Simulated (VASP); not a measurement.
Write the native input for VASP 6.6.1 that does the following.

| Property | Result |
| --- | --- |
| Task | electric field gradients |
| Functional | PBE |
| Potentials or basis | VASP PAW PBE potentials, release 64 (Ba_sv, Ti_sv, O) |
| Cutoff | 520 eV |
| k mesh | 7 × 7 × 7 |
| Occupations | fermi-dirac, width 0.08 eV |
| Spin | no spin polarisation |
| Dipole correction | no |
| Further INCAR settings | ALGO = Normal; EDIFF = 1e-08; NBANDS = 28 |

The structure of BaTiO3 lies in POSCAR:

```
BaTiO3
1.0
    4.1197940000      0.0000000000      0.0000000000
    0.0000000000      4.1197940000      0.0000000000
    0.0000000000      0.0000000000      4.0180000000
Ba Ti O
1 1 3
Direct
    0.0000000000      0.0000000000      0.0000000000
    0.5000000000      0.5000000000      0.4820000000
    0.5000000000      0.5000000000      0.0160000000
    0.5000000000      0.0000000000      0.5150000000
    0.0000000000      0.5000000000      0.5150000000
```

This cell differs from its parent crystal: equal xx and yy strain of +3 %.

The input as run:

INCAR

```
PREC = Accurate
ENCUT = 520
EDIFF = 1E-8
ISMEAR = -1
SIGMA = 0.08
LREAL = False
LASPH = True
NELM = 100
ALGO = Normal
ISIF = 2
LWAVE = False
LCHARG = False
GGA = PE
LEFG = True
NBANDS = 28
```

KPOINTS

```
Automatic mesh
0
Gamma
  7 7 7
```

Potentials or basis: VASP PAW PBE potentials, release 64 (Ba_sv, Ti_sv, O).

Run with:

```sh
$ cat potpaw_PBE.64/Ba_sv/POTCAR potpaw_PBE.64/Ti_sv/POTCAR potpaw_PBE.64/O/POTCAR > POTCAR
$ mpirun -np 1 vasp_std > vasp.out
```

It gave:

The pressure is -4.6 GPa, the largest force is 0.441 eV/Å and the band gap on the k mesh is 1.74 eV, indirect (least direct gap 1.98 eV).

Caveat: the cell differs from its parent crystal (equal xx and yy strain of +3 %); without QUAD_EFG the Cq values of the log hold for a quadrupole moment of 1 mb, not for the nuclei; spin-orbit coupling is left out, which moves the levels of the heavy elements.

Run time: 75 s on 1 thread of Intel(R) Xeon(R) Platinum 8259CL CPU @ 2.50GHz (Skylake/Cascade Lake) (shared host), peak memory 0.23 GiB.
